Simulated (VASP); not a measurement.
Here is a VASP 6.6.1 calculation.

Contents of INCAR:

```
PREC = Accurate ; ENCUT = 520
EDIFF = 1E-6 ; ISMEAR = 0
SIGMA = 0.01 ; LREAL = False
LASPH = True ; NELM = 60
ALGO = Normal ; ISIF = 2
LWAVE = False ; LCHARG = False
LDIPOL = True ; IDIPOL = 3
DIPOL = 0.5 0.5 0.500 ; GGA = PE
NBANDS = 59
```

Contents of KPOINTS:

```
regular mesh
0
Gamma
  9 9 1
```

The input POSCAR:

```
Bi2Te3
1.0
    4.4688133036      0.0000000000      0.0000000000
   -2.2344066518      3.8701058457      0.0000000000
    0.0000000000      0.0000000000     32.4659164882
Bi Te
4 6
Direct
    0.6666666667      0.3333333333      0.2310114979
    0.0000000000      0.0000000000      0.4653881506
    0.3333333333      0.6666666667      0.5346118494
    0.6666666667      0.3333333333      0.7689885021
    0.0000000000      0.0000000000      0.2861947607
    0.3333333333      0.6666666667      0.3482002818
    0.6666666667      0.3333333333      0.4102045633
    0.6666666667      0.3333333333      0.5897951122
    0.0000000000      0.0000000000      0.6518006333
    0.3333333333      0.6666666667      0.7138049148
```

Potentials or basis: VASP PAW PBE potentials, release 64 (Bi_d, Te).

The run is started by

```bash
$ cat potpaw_PBE.64/Bi_d/POTCAR potpaw_PBE.64/Te/POTCAR > POTCAR
$ mpirun -np 1 vasp_std > vasp.out
```

Q: Estimate the band gap on the k mesh.

A: Zero (band 48 reaches 2.08 eV, above the bottom of band 49 at 1.94 eV).

Q: Estimate the largest force.

A: 0.319 eV/Å.

Forces in eV/Å, atoms in the order of the input:
```
Bi   0.000  0.000  0.319
Bi   0.000  0.000 -0.144
Bi   0.000  0.000  0.144
Bi   0.000  0.000 -0.319
Te   0.000  0.000 -0.306
Te   0.000  0.000 -0.043
Te   0.000  0.000  0.134
Te   0.000  0.000 -0.134
Te   0.000  0.000  0.043
Te   0.000  0.000  0.306
```

Caveat: spin-orbit coupling is left out, which moves the levels of the heavy elements.
